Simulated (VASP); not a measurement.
# CuI: single point with HSE06

Crystal: CuI.

```
CELL_PARAMETERS angstrom
0.00000 3.03150 3.03150
3.03150 0.00000 3.03150
3.03150 3.03150 0.00000
ATOMIC_POSITIONS crystal
I 0.00000 0.00000 0.00000
Cu 0.75000 0.75000 0.75000
```

| Item | Value |
| --- | --- |
| Program | VASP 6.6.1 |
| Task | single point |
| Functional | HSE06 |
| Potentials or basis | VASP PAW PBE potentials, release 64 (I, Cu) |
| Cutoff | 520 eV |
| k mesh | 4 × 4 × 4 |
| Occupations | methfessel-paxton, width 0.1 eV |
| Spin | no spin polarisation |
| Dipole correction | no |
| Grid for exact exchange (PRECFOCK) | Normal |
| Further INCAR settings | ALGO = Normal; EDIFF = 1e-07; NBANDS = 16 |
| Share of exact exchange | 0.25 |
| Screening parameter | 0.2079 1/Å |

```
Pressure               : 0.7 GPa
Band gap on the k mesh : 2.59 eV
```

Levels at points of the mesh, in eV from the valence-band top:
```csv
k point,band 6,band 7,band 8,band 9,band 10,band 11,band 12,band 13
"(0.00, 0.00, 0.00)",-2.48,0.00,0.00,0.00,2.59,6.30,6.30,6.30
"(0.50, 0.00, 0.00)",-2.46,-2.40,-0.83,-0.83,3.60,6.81,6.81,8.82
"(0.50, 0.50, 0.00)",-2.40,-2.28,-1.94,-1.94,3.89,4.26,10.87,11.56
```

Wall time 6.6 min on 1 thread of Intel(R) Xeon(R) Platinum 8259CL CPU @ 2.50GHz (Skylake/Cascade Lake) (shared host), peak memory 0.29 GiB.

Caveat: the k points lie up to 0.45 Å⁻¹ apart; the PAW data sets were made with another functional, which shifts forces and pressure a little; spin-orbit coupling is left out, which moves the levels of the heavy elements.
